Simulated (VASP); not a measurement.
MgSe: single point with LDA

The system is MgSe.

```
Mg Se
1.0
     0.00000    2.72550    2.72550
     2.72550    0.00000    2.72550
     2.72550    2.72550    0.00000
Mg Se
1 1
Direct
  0.00000 0.00000 0.00000
  0.50000 0.50000 0.50000
```

| Property | Result |
| --- | --- |
| Program | VASP 6.6.1 |
| Task | single point |
| Functional | LDA |
| Potentials or basis | VASP PAW LDA potentials, release 64 (Mg, Se) |
| Cutoff | 600 eV |
| k mesh | 8 × 8 × 8 |
| Occupations | fermi-dirac, width 0.02 eV |
| Spin | no spin polarisation |

```
Pressure               : -2.4 GPa
Band gap on the k mesh : 1.65 eV, indirect (least direct gap 2.40 eV)
```

Levels at points of the mesh, in eV from the valence-band top:
```tsv
k point	band 1	band 2	band 3	band 4	band 5	band 6	band 7	band 8	band 9
(0.00, 0.00, 0.00)	-12.97	0.00	0.00	0.00	2.40	7.36	7.36	7.36	9.94
(0.50, 0.00, 0.00)	-11.85	-4.99	-0.58	-0.58	3.71	6.00	6.00	8.42	11.30
(0.50, 0.50, 0.00)	-11.53	-4.29	-1.80	-1.80	1.65	3.89	11.59	11.98	11.98
```

It took 9.9 s on 1 thread of Intel(R) Xeon(R) Platinum 8488C (Sapphire Rapids), on a shared host, peak memory 0.16 GiB.

A k mesh can miss the band edges. Expect the measured gap to be larger: semilocal functionals such as LDA lack the derivative discontinuity.
